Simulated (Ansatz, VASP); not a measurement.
NaH in VASP and in Ansatz

POSCAR

```
NaH
1.0
    0.0000000000      2.3472737508      2.3472737508
    2.3472737508      0.0000000000      2.3472737508
    2.3472737508      2.3472737508      0.0000000000
Na H
1 1
Direct
    0.0000000000      0.0000000000      0.0000000000
    0.2500000000      0.2500000000      0.2500000000
```

The input INCAR.step1:

```
PREC     = Accurate       # precision mode
ENCUT    = 600            # plane-wave cutoff, eV
ISMEAR   = -1             # smearing method
SIGMA    = 0.1            # smearing width, eV
LREAL    = F              # projectors in reciprocal space
LASPH    = T              # aspherical terms in the spheres
NELM     = 80             # most SCF steps
GGA      = PE             # functional
ALGO     = Normal         # electronic algorithm
EDIFF    = 1E-4           # SCF threshold, eV
LWAVE    = T              # write WAVECAR
LCHARG   = F              # write CHGCAR
```

Contents of INCAR.step2:

```
PREC     = Accurate       # precision mode
ENCUT    = 600            # plane-wave cutoff, eV
EDIFF    = 1E-6           # SCF threshold, eV
ISMEAR   = -1             # smearing method
SIGMA    = 0.1            # smearing width, eV
LREAL    = F              # projectors in reciprocal space
LASPH    = T              # aspherical terms in the spheres
NELM     = 80             # most SCF steps
ALGO     = Normal         # electronic algorithm
ISIF     = 3              # what is computed and relaxed
LWAVE    = F              # write WAVECAR
LCHARG   = F              # write CHGCAR
METAGGA  = R2SCAN         # meta-GGA
LMIXTAU  = T            
IBRION   = 2              # ionic algorithm
NSW      = 60             # ionic steps
EDIFFG   = -0.005         # ionic threshold
ISTART   = 1
```

KPOINTS

```
regular mesh
0
Gamma
  16 16 16
```

Input for Ansatz:

```yaml
crystal:
  lattice:
    - [0.0, 2.3472737508, 2.3472737508]
    - [2.3472737508, 0.0, 2.3472737508]
    - [2.3472737508, 2.3472737508, 0.0]
  atoms:
    - { symbol: Na, position: [0.0, 0.0, 0.0] }
    - { symbol: H, position: [0.25, 0.25, 0.25] }
kpoints:
  mp_grid: { grid: [16, 16, 16] }
scf:
  occupations: { method: fermi_dirac, width: 0.1 }
hamiltonian:
  xc: r2scan
  pseudopotentials: { kind: paw }
output:
  forces: true
  stress: true
relax:
  f_tol: 0.005
  max_steps: 40
  cell: {}
```

Alike in both runs: task relaxation of cell and atoms; functional r2SCAN; k mesh 16 × 16 × 16; occupations fermi-dirac, width 0.1 eV; no spin polarisation.

```csv
,VASP,Ansatz
version,VASP 6.6.1,Ansatz 0.2.0
potentials or method,"VASP PAW PBE potentials, release 64 (Na_pv, H)","PAW with Ansatz's default frozen-core files, scalar-relativistic"
plane-wave cutoff (eV),600,500
valence electrons in the cell,8,10
```

|  | VASP | Ansatz | Ansatz less VASP |
| --- | --- | --- | --- |
| relaxed volume (Å³/atom) | 17.35 | 17.51 | +0.152 |
| relaxed length of the cell vector where the two differ most in proportion (Å) | 3.661 | 3.672 | +0.0106 |

VASP's potentials were made for PBE, not for r2SCAN. VASP's potentials hold 8 valence electrons a cell and Ansatz's 10, so a difference there can come from the potentials and not from the codes.

Noted on VASP's run: the volume moved by over 15 % at a fixed basis, so the end points are rough.
